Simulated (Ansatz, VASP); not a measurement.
**One calculation of BiTe, two programs**

```
CELL_PARAMETERS angstrom
0.00000 3.23500 3.23500
3.23500 0.00000 3.23500
3.23500 3.23500 0.00000
ATOMIC_POSITIONS crystal
Bi 0.00000 0.00000 0.00000
Te 0.50000 0.50000 0.50000
```

Alike in both runs: task electric field gradients; functional PBE; k mesh 10 × 10 × 10; occupations fermi-dirac, width 0.03 eV; non-collinear spin, spin-orbit coupling.

|  | VASP | Ansatz |
| --- | --- | --- |
| version | VASP 6.6.1 | Ansatz 0.2.0 |
| potentials or method | VASP PAW PBE potentials, release 64 (Bi_d, Te) | PAW with Ansatz's default frozen-core files, fully relativistic files with spin-orbit coupling |
| plane-wave cutoff (eV) | 520 | 420 |
| valence electrons in the cell | 21 | 31 |

```csv
,VASP,Ansatz,Ansatz less VASP
pressure (GPa),2.0,2.2,+0.17
net moment per atom (μB),0.00,0.00,0.000
```

VASP's potentials hold 21 valence electrons a cell and Ansatz's 31, so a difference there can come from the potentials and not from the codes.
